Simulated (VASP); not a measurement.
# Na4TmSb: single point with PBE

The system is Na4TmSb.

```
Na Tm Sb
1.0
     4.03385    0.00000    0.00000
    -2.01692    3.49342    0.00000
     0.00000    0.00000    8.20006
Na Tm Sb
4 1 1
Direct
  0.33333 0.66667 0.75959
  0.33333 0.66667 0.24041
  0.66667 0.33333 0.75959
  0.66667 0.33333 0.24041
  0.00000 0.00000 0.50000
  0.00000 0.00000 0.00000
```

The cell was generated, and may not be a known phase.

```yaml
Program: VASP 6.6.1
Task: single point
Functional: PBE
Potentials_or_basis: VASP PAW PBE potentials, release 64 (Na_pv, Tm_3, Sb), 4f in core
Cutoff: 500 eV
k_mesh: 6 × 6 × 2
Occupations: gaussian, width 0.1 eV
Spin: no spin polarisation
Dipole_correction: no
Further_INCAR_settings: ALGO = Normal; EDIFF = 1e-06; NBANDS = 30
```

- Pressure: 20.5 GPa
- Largest force: 0.885 eV/Å
- Band gap on the k mesh: zero (bands 21 and 22 overlap by 1.37 eV)

Forces in eV/Å, atoms in the order of the input:
```
Na   0.000  0.000  0.885
Na   0.000  0.000 -0.885
Na   0.000  0.000  0.885
Na   0.000  0.000 -0.885
Tm   0.000  0.000  0.000
Sb   0.000  0.000  0.000
```

Stress tensor (GPa, compression positive):
```
23.47  0.00  0.00
 0.00 23.47  0.00
 0.00  0.00 14.50
```

Levels at points of the mesh, in eV from the Fermi level:
```csv
k point,band 19,band 20,band 21,band 22,band 23,band 24
"(0.00, 0.00, 0.00)",0.14,1.07,1.07,1.50,1.50,1.76
"(0.50, 0.00, 0.00)",-1.85,-0.81,-0.25,-0.21,0.45,1.64
"(0.00, 0.00, 0.50)",-0.71,0.95,0.95,1.50,1.50,1.87
"(0.50, 0.00, 0.50)",-1.01,-0.71,-0.26,-0.24,1.71,1.82
```

It took 28 s on 1 thread of Intel(R) Xeon(R) 6975P-C (Granite Rapids) (shared host), peak memory 0.24 GiB.

Caveat: the k points lie up to 0.38 Å⁻¹ apart, too coarse for converged energies and pressures of a metal; spin-orbit coupling is left out, which moves the levels of the heavy elements; the 4f electrons are frozen in the core, so they carry no moment and show no levels. Spin polarisation is off, so any magnetic state and its effect on volume and gap are missing.
